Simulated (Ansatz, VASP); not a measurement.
**HfH2: VASP beside Ansatz**

File INCAR:

```
SYSTEM = HfH2
PREC = Accurate
ENCUT = 520
EDIFF = 1E-7
ISMEAR = 0
SIGMA = 0.1
LREAL = .FALSE.
LASPH = .TRUE.
NELM = 100
ALGO = Normal
ISIF = 2
LWAVE = .FALSE.
LCHARG = .FALSE.
GGA = PS
NBANDS = 21
```

The input KPOINTS:

```
regular mesh
0
G
  10 10 8
  0 0 0
```

POSCAR

```
HfH2
1.0
    3.4642691547      0.0000000000      0.0000000000
    0.0000000000      3.4642691547      0.0000000000
    0.0000000000      0.0000000000      4.2376716540
Hf H
2 4
Direct
    0.0000000000      0.0000000000      0.0000000000
    0.5000000000      0.5000000000      0.5000000000
    0.0000000000      0.5000000000      0.2500000000
    0.5000000000      0.0000000000      0.2500000000
    0.5000000000      0.0000000000      0.7500000000
    0.0000000000      0.5000000000      0.7500000000
```

Input for Ansatz:

```yaml
crystal:
  lattice:
    - [3.4642691193, 0.0, 0.0]
    - [0.0, 3.4642691193, 0.0]
    - [0.0, 0.0, 4.2376716334]
  atoms:
    - { symbol: Hf, position: [0.0, 0.0, 0.0] }
    - { symbol: Hf, position: [0.5, 0.5, 0.5] }
    - { symbol: H, position: [0.0, 0.5, 0.25] }
    - { symbol: H, position: [0.5, 0.0, 0.25] }
    - { symbol: H, position: [0.5, 0.0, 0.75] }
    - { symbol: H, position: [0.0, 0.5, 0.75] }
basis:
  ecutwfc: 420
kpoints:
  mp_grid: { grid: [10, 10, 8] }
hamiltonian:
  xc: pbesol
scf:
  occupations: { method: gaussian, width: 0.1 }
output:
  forces: true
  stress: true
  eigenvalues: true
```

Alike in both runs: task single point; functional PBEsol; k mesh 10 × 10 × 8; occupations gaussian, width 0.1 eV; no spin polarisation.

```csv
,VASP,Ansatz
version,VASP 6.6.1,Ansatz 0.2.0
potentials or method,"VASP PAW PBE potentials, release 64 (Hf_pv, H), cutoff 520 eV","scalar-relativistic, plane waves, PAW"
valence electrons in the cell,24,56
```

```tsv
	VASP	Ansatz	Ansatz less VASP
gap on the k mesh at the Fermi level (eV)	none	none	-
pressure (GPa)	-0.7	0.0	+0.69
traceless stress, the component that is largest in VASP (GPa)	-0.29	-0.31	-0.020
```

VASP's potentials were made for PBE, not for PBEsol. A gap of «none» marks a metal or a gap that the smearing closes. VASP's potentials hold 24 valence electrons a cell and Ansatz's 56, so a difference there can come from the potentials and not from the codes.

Neither program's run includes spin-orbit coupling.
